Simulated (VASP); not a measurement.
# Ag in VASP: single point with PBE+D3(BJ)

Aim: the single point of Ag with PBE+D3(BJ).

Everything below comes from runs of VASP 6.6.1. Logs are shortened: lines on timing, memory, paths and dates and some standing lists are left out, and cuts for length are marked.

### 1 The cell of the first run

The cell holds a slab with vacuum, 16 atoms: a = 5.784 Å, b = 5.784 Å, c = 23.584 Å, α = 90.00°, β = 90.00°, γ = 60.00°.

### 2 Single point, PBE+D3(BJ)

INCAR reads:

```
PREC     = Accurate       # precision mode
ENCUT    = 400            # plane-wave cutoff, eV
EDIFF    = 1E-6           # SCF threshold, eV
ISMEAR   = 1              # smearing method
SIGMA    = 0.1            # smearing width, eV
LREAL    = False          # projectors in reciprocal space
LASPH    = True           # aspherical terms in the spheres
NELM     = 120            # most SCF steps
ALGO     = Normal         # electronic algorithm
ISIF     = 2              # what is computed and relaxed
LWAVE    = False          # write WAVECAR
LCHARG   = True           # write CHGCAR
GGA      = PE             # functional
IVDW     = 12             # dispersion correction
LELF     = True           # ELF
LVHAR    = True         
NBANDS   = 102            # bands
GGA_COMPAT= False        
NELMDL   = -8
```

KPOINTS reads:

```
regular mesh
0
Gamma
  6 6 1
```

POSCAR reads:

```
Ag
1.0
    5.7841334701      0.0000000000      0.0000000000
    2.8920667351      5.0092065240      0.0000000000
    0.0000000000      0.0000000000     23.5840878030
Ag
16
Direct
    0.0000000000      0.0000000000      0.1060036800
    0.5000000000      0.0000000000      0.1060036800
    0.0000000000      0.5000000000      0.1060036800
    0.5000000000      0.5000000000      0.1060036800
    0.1666666700      0.1666666700      0.2061289200
    0.6666666700      0.1666666700      0.2061289200
    0.1666666700      0.6666666700      0.2061289200
    0.6666666700      0.6666666700      0.2061289200
    0.8333758300      0.3333094700      0.3043983300
    0.3335310700      0.3331657200      0.3043496900
    0.8333958300      0.8332831100      0.3043960800
    0.3335594200      0.8331961900      0.3043779500
    0.0002180700     -0.0001615100      0.4040847000
    0.5001548900     -0.0000999900      0.4040992800
    0.0003001000      0.4998246800      0.4040613700
    0.5001836700      0.4998455300      0.4040909100
```

Potentials or basis: VASP PAW PBE potentials, release 64 (Ag).

Command:

```bash
> cat potpaw_PBE.64/Ag/POTCAR > POTCAR
> mpirun -np 1 vasp_std > vasp.out
```

OUTCAR:

```text
PREC = Accurate
   ENCUT = 400
   EDIFF = 1E-6
   ISMEAR = 1
   LREAL = False
   LASPH = True
   NELM = 120
   ISIF = 2
   GGA = PE
   IVDW = 12
   NELMDL = -8
 IVDW          = 12

 ion  position               nearest neighbor table
   1  0.000  0.000  0.106-   6 2.89   7 2.89   5 2.89   4 2.89   4 2.89   2 2.89   2 2.89   3 2.89
                             3 2.89
   2  0.500  0.000  0.106-   5 2.89   8 2.89   6 2.89   3 2.89   3 2.89   1 2.89   1 2.89   4 2.89
                             4 2.89
   3  0.000  0.500  0.106-   8 2.89   5 2.89   7 2.89   2 2.89   2 2.89   4 2.89   4 2.89   1 2.89
                             1 2.89
   4  0.500  0.500  0.106-   7 2.89   6 2.89   8 2.89   1 2.89   1 2.89   3 2.89   3 2.89   2 2.89
                             2 2.89
   5  0.167  0.167  0.206-  10 2.86   9 2.86  12 2.86   2 2.89   3 2.89   1 2.89   8 2.89   8 2.89
                             6 2.89   6 2.89   7 2.89   7 2.89
   6  0.667  0.167  0.206-  10 2.85   9 2.86  11 2.86   1 2.89   4 2.89   2 2.89   7 2.89   7 2.89
                             5 2.89   5 2.89   8 2.89   8 2.89
   7  0.167  0.667  0.206-  10 2.86  11 2.86  12 2.86   4 2.89   1 2.89   3 2.89   6 2.89   6 2.89
                             8 2.89   8 2.89   5 2.89   5 2.89
   8  0.667  0.667  0.206-  12 2.86  11 2.86   9 2.86   3 2.89   2 2.89   4 2.89   5 2.89   5 2.89
                             7 2.89   7 2.89   6 2.89   6 2.89
   9  0.833  0.333  0.304-   5 2.86   6 2.86   8 2.86  16 2.88  15 2.88  13 2.88  12 2.89  10 2.89
                            11 2.89  11 2.89  10 2.89  12 2.89
  10  0.334  0.333  0.304-   6 2.85   5 2.86   7 2.86  15 2.88  14 2.88  16 2.88  11 2.89   9 2.89
                            12 2.89  12 2.89   9 2.89  11 2.89
  11  0.833  0.833  0.304-   7 2.86   8 2.86   6 2.86  15 2.88  14 2.88  13 2.88  10 2.89  12 2.89
                             9 2.89   9 2.89  12 2.89  10 2.89
  12  0.334  0.833  0.304-   8 2.86   7 2.86   5 2.86  13 2.88  16 2.88  14 2.88   9 2.89  11 2.89
                            10 2.89  10 2.89  11 2.89   9 2.89
  13  0.000  1.000  0.404-  11 2.88   9 2.88  12 2.88  14 2.89  15 2.89  16 2.89  16 2.89  15 2.89
                            14 2.89
  14  0.500  1.000  0.404-  11 2.88  12 2.88  10 2.88  15 2.89  16 2.89  13 2.89  13 2.89  16 2.89
                            15 2.89
  15  0.000  0.500  0.404-   9 2.88  11 2.88  10 2.88  14 2.89  16 2.89  13 2.89  13 2.89  16 2.89
                            14 2.89
  16  0.500  0.500  0.404-   9 2.88  12 2.88  10 2.88  15 2.89  14 2.89  13 2.89  13 2.89  14 2.89
                            15 2.89

  LATTYP: Found a hexagonal cell.
 ALAT       =     5.7841334701
 C/A-ratio  =     4.0773761402

  Lattice vectors:

 A1 = (  -2.8920667351,  -5.0092065240,   0.0000000000)
 A2 = (   5.7841334701,   0.0000000000,   0.0000000000)
 A3 = (   0.0000000000,   0.0000000000,  23.5840878030)

Analysis of symmetry for initial positions (statically):
=====================================================================
 Subroutine PRICEL returns:
 Original cell was already a primitive cell.

 Routine SETGRP: Setting up the symmetry group for a
 hexagonal supercell.

 Subroutine GETGRP returns: Found  1 space group operations
 (whereof  1 operations were pure point group operations)
 out of a pool of 24 trial point group operations.

The static configuration has the point symmetry C_1 .

Analysis of symmetry for dynamics (positions and initial velocities):
=====================================================================
 Subroutine PRICEL returns:
 Original cell was already a primitive cell.

 Routine SETGRP: Setting up the symmetry group for a
 hexagonal supercell.

 Subroutine GETGRP returns: Found  1 space group operations
 (whereof  1 operations were pure point group operations)
 out of a pool of 24 trial point group operations.

The dynamic configuration has the point symmetry C_1 .

 Subroutine INISYM returns: Found  1 space group operations
 (whereof  1 operations are pure point group operations),
 and found     1 'primitive' translations

----------------------------------------------------------------------------------------

                                     Primitive cell

  volume of cell :     683.3235

  direct lattice vectors                    reciprocal lattice vectors
     5.784133470  0.000000000  0.000000000     0.172886744 -0.099816208  0.000000000
     2.892066735  5.009206524  0.000000000     0.000000000  0.199632416  0.000000000
     0.000000000  0.000000000 23.584087803     0.000000000  0.000000000  0.042401470

  length of vectors
     5.784133470  5.784133470 23.584087803     0.199632416  0.199632416  0.042401470

  position of ions in fractional coordinates (direct lattice)
     0.000000000  0.000000000  0.106003680
     0.500000000  0.000000000  0.106003680
     0.000000000  0.500000000  0.106003680
     0.500000000  0.500000000  0.106003680
     0.166666670  0.166666670  0.206128920
     0.666666670  0.166666670  0.206128920
[... 8 lines left out ...]
     0.000300100  0.499824680  0.404061370
     0.500183670  0.499845530  0.404090910

  ion indices of the primitive-cell ions
   primitive index   ion index
                 1           1
                 2           2
                 3           3
                 4           4
                 5           5
                 6           6
[... 8 lines left out ...]
                15          15
                16          16

----------------------------------------------------------------------------------------

 KPOINTS: regular mesh

Automatic generation of k-mesh.
 Grid dimensions read from file:
 generate k-points for:    6    6    1

 Generating k-lattice:

  Cartesian coordinates                     Fractional coordinates (reciprocal lattice)
     0.028814457 -0.016636035  0.000000000     0.166666667  0.000000000  0.000000000
     0.000000000  0.033272069  0.000000000     0.000000000  0.166666667  0.000000000
     0.000000000  0.000000000  0.042401470     0.000000000  0.000000000  1.000000000

  Length of vectors
     0.033272069  0.033272069  0.042401470

  Shift w.r.t. Gamma in fractional coordinates (k-lattice)
     0.000000000  0.000000000  0.000000000

 Subroutine IBZKPT returns following result:
 ===========================================

 Found     20 irreducible k-points:

 Following reciprocal coordinates:
            Coordinates               Weight
  0.000000  0.000000  0.000000      1.000000
  0.166667  0.000000  0.000000      2.000000
  0.166667  0.166667  0.000000      2.000000
  0.000000  0.166667  0.000000      2.000000
  0.333333  0.000000  0.000000      2.000000
  0.333333  0.333333  0.000000      2.000000
[... 12 lines left out ...]
  0.500000 -0.333333  0.000000      2.000000
 -0.333333  0.333333  0.000000      2.000000
   k-points           NKPTS =     20   k-points in BZ     NKDIM =     20   number of bands    NBANDS=    102
   number of dos      NEDOS =    301   number of ions     NIONS =     16
   total plane-waves  NPLWV = 256000
   dimension x,y,z NGX =    40 NGY =   40 NGZ =  160
   dimension x,y,z NGXF=    80 NGYF=   80 NGZF=  320
   ions per type =              16
   NGX,Y,Z   is equivalent  to a cutoff of  11.50, 11.50, 11.28 a.u.
   NGXF,Y,Z  is equivalent  to a cutoff of  22.99, 22.99, 22.56 a.u.
 SYSTEM =  unknown system
   PREC   = accura    normal or accurate (medium, high low for compatibility)
   ISTART =      0    job   : 0-new  1-cont  2-samecut
   ICHARG =      2    charge: 1-file 2-atom 10-const
   ISPIN  =      1    spin polarized calculation?
   LNONCOLLINEAR =      F non collinear calculations
   LSORBIT =      F    spin-orbit coupling
   LASPH  =      T    aspherical Exc in radial PAW
   ENCUT  =  400.0 eV  29.40 Ry    5.42 a.u.   9.43  9.43 38.46*2*pi/ulx,y,z
   NELM   =    120;   NELMIN=  2; NELMDL= -8     # of ELM steps
   EDIFF  = 0.1E-05   stopping-criterion for ELM
   LREAL  =      F    real-space projection
   EDIFFG = 0.1E-04   stopping-criterion for IOM
   NSW    =      0    number of steps for IOM
   IBRION =     -1    ionic relax: 0-MD 1-quasi-New 2-CG
   NFREE  =      0    steps in history (QN), initial steepest desc. (CG)
   ISIF   =      2    stress and relaxation
   ISYM   =      2    0-nonsym 1-usesym 2-fastsym
   POTIM  = 0.5000    time-step for ionic-motion
   TEBEG  =    0.0;   TEEND  =   0.0 temperature during run
   PSTRESS=    0.0 pullay stress
   NELECT =     176.0000    total number of electrons
   NUPDOWN=      -1.0000    fix difference up-down
   EMIN   =  10.00;   EMAX   =-10.00  energy-range for DOS
   EFERMI =   0.00;   METHOD = LEGACY
   ISMEAR =     1;   SIGMA  =   0.10  broadening in eV -4-tet -1-fermi 0-gaus
   EFERMI_NEDOS =   21; number of points for ismear=-14 and -15
   IALGO  =     38    algorithm
   IMIX   =      4    mixing-type and parameters
     AMIX     =   0.40;   BMIX     =  1.00
     AMIX_MAG =   1.60;   BMIX_MAG =  1.00
  volume/ion in A,a.u.               =      42.71       288.21
  Fermi-wavevector in a.u.,A,eV,Ry     =   1.041606  1.968351 14.761556  1.084944
  Thomas-Fermi vector in A             =   2.176235
   LORBIT       =      0    0 simple, 1 ext, 2 COOP (PROOUT), +10 PAW based schemes
   GGA     = PE    functional components
   LHFCALC =     F    Hartree Fock is set to
   AEXX    =    0.0000 exact exchange contribution
   IVDW    =    12    specifies the selected vdW correction
   LEPSILON=     F    determine dielectric tensor
   LRPA    =     F    only Hartree local field effects (RPA)
 non-spin polarized calculation
 Methfessel and Paxton  Order N= 1 SIGMA  =   0.10
  energy-cutoff  :      400.00
  volume of cell :      683.32
 maximum number of plane-waves:     12465
 NGX is ok and might be reduce to    40
   NGX = 19   NGY = 19   NGZ = 77

 number of electron     176.0000012 magnetization

 Free energy of the ion-electron system (eV)
  ---------------------------------------------------
  ext. energy  EPLUGINS =         0.00000000
  ---------------------------------------------------
  free energy    TOTEN  =       -40.73712661 eV

  energy without entropy =      -40.73335210  energy(sigma->0) =      -40.73586844

 E-fermi :   0.6877     XC(G=0):  -5.5890

 val. band max:        0.6229772301   @ k =   0.0000   0.1667   0.0000
 cond. band min:       0.6928458472   @ k =   0.0000   0.3333   0.0000
 fundamental gap:      0.0698686171
 Fermi energy:         0.6877010153

 k-point     1 :       0.0000    0.0000    0.0000
  band No.  band energies     occupation
      1      -6.6763      2.00000
      2      -5.7714      2.00000
      3      -5.5402      2.00000
      4      -5.5400      2.00000
      5      -5.5398      2.00000
      6      -5.5200      2.00000
[... 92 lines left out ...]
     99       4.7494      0.00000
    100       4.7506      0.00000

 k-point     2 :       0.1667    0.0000    0.0000
  band No.  band energies     occupation
      1      -6.4896      2.00000
      2      -5.6025      2.00000
      3      -5.4714      2.00000
      4      -5.4343      2.00000
      5      -5.4338      2.00000
      6      -5.4105      2.00000
[... 1843 lines left out ...]
     99       5.6060      0.00000
    100       5.6577      0.00000

 k-point    20 :      -0.3333    0.3333    0.0000
  band No.  band energies     occupation
      1      -5.1222      2.00000
      2      -5.1218      2.00000
      3      -5.1213      2.00000
      4      -4.9043      2.00000
      5      -4.9040      2.00000
      6      -4.9038      2.00000
[... 92 lines left out ...]
     99       5.0460      0.00000
    100       5.0477      0.00000
 [bands above 100 left out]

------------------------ aborting loop because EDIFF is reached ----------------------------------------

 Edisp (eV)   -7.19882

 E8    (eV) :    -3.2549

  FORCE on cell =-STRESS in cart. coord.  units (eV):
  Direction    XX          YY          ZZ          XY          YZ          ZX
  --------------------------------------------------------------------------------------
  -------------------------------------------------------------------------------------
  Total      -4.17251    -4.17567    -1.02937    -0.00177     0.00423    -0.00462
  in kB      -9.78321    -9.79063    -2.41355    -0.00414     0.00992    -0.01082
  external pressure =       -7.33 kB  Pullay stress =        0.00 kB

 VOLUME and BASIS-vectors are now :
 -----------------------------------------------------------------------------
  energy-cutoff  :      400.00
  volume of cell :      683.32
      direct lattice vectors                 reciprocal lattice vectors
     5.784133470  0.000000000  0.000000000     0.172886744 -0.099816208  0.000000000
     2.892066735  5.009206524  0.000000000     0.000000000  0.199632416  0.000000000
     0.000000000  0.000000000 23.584087803     0.000000000  0.000000000  0.042401470

 POSITION                                       TOTAL-FORCE (eV/Angst)
 -----------------------------------------------------------------------------------
      0.00000      0.00000      2.50000        -0.000025      0.000032      0.028820
      2.89207      0.00000      2.50000         0.000019     -0.000031      0.028639
      1.44603      2.50460      2.50000        -0.000055      0.000029      0.028777
      4.33810      2.50460      2.50000         0.000034     -0.000002      0.028666
      1.44603      0.83487      4.86136        -0.000980     -0.000406     -0.033457
      4.33810      0.83487      4.86136         0.001506     -0.000861     -0.034148
[... 8 lines left out ...]
      1.44726      2.50373      9.52942        -0.002171      0.000914      0.002181
      4.33872      2.50383      9.53012         0.001023      0.000409      0.000618
 -----------------------------------------------------------------------------------
    total drift:                               -0.000013      0.000008     -0.000858

  FREE ENERGIE OF THE ION-ELECTRON SYSTEM (eV)
  ---------------------------------------------------
  free  energy   TOTEN  =       -47.9359512857 eV

  energy  without entropy=      -47.9321767730  energy(sigma->0) =      -47.93469311
```

It took 56 min on 1 thread of Intel Xeon 8259CL, shared host; peak memory 0.92 GiB.

What came out:

- Free energy: -47.9360 eV
- Largest force: 0.034 eV/Å
- Band gap on the k mesh: zero (bands 88 and 89 overlap by 1.11 eV)
- Dispersion energy per atom: -0.450 eV

Forces on the atoms (eV/Å):
```
Ag   0.000  0.000  0.029
Ag   0.000  0.000  0.029
Ag   0.000  0.000  0.029
Ag   0.000  0.000  0.029
Ag  -0.001  0.000 -0.033
Ag   0.002 -0.001 -0.034
Ag   0.000  0.001 -0.033
Ag   0.001 -0.001 -0.034
Ag   0.002 -0.003  0.002
Ag  -0.002  0.003  0.007
Ag   0.003 -0.001  0.002
Ag  -0.004  0.002  0.005
Ag   0.000  0.001  0.001
Ag   0.001 -0.001  0.000
Ag  -0.002  0.001  0.002
Ag   0.001  0.000  0.001
```

Levels at points of the mesh, in eV from the Fermi level:
```csv
k point,band 84,band 85,band 86,band 87,band 88,band 89,band 90,band 91,band 92,band 93
"(0.00, 0.00, 0.00)",-0.94,0.14,0.14,0.14,0.29,0.95,0.95,0.95,1.44,1.44
"(0.50, 0.00, 0.00)",-2.79,-1.37,-1.37,-0.29,-0.29,0.50,0.50,0.90,0.90,1.96
"(0.50, 0.50, 0.00)",-2.79,-1.37,-1.37,-0.29,-0.29,0.50,0.50,0.90,0.90,1.96
"(0.00, 0.50, 0.00)",-2.79,-1.37,-1.37,-0.29,-0.29,0.50,0.50,0.90,0.90,1.96
```
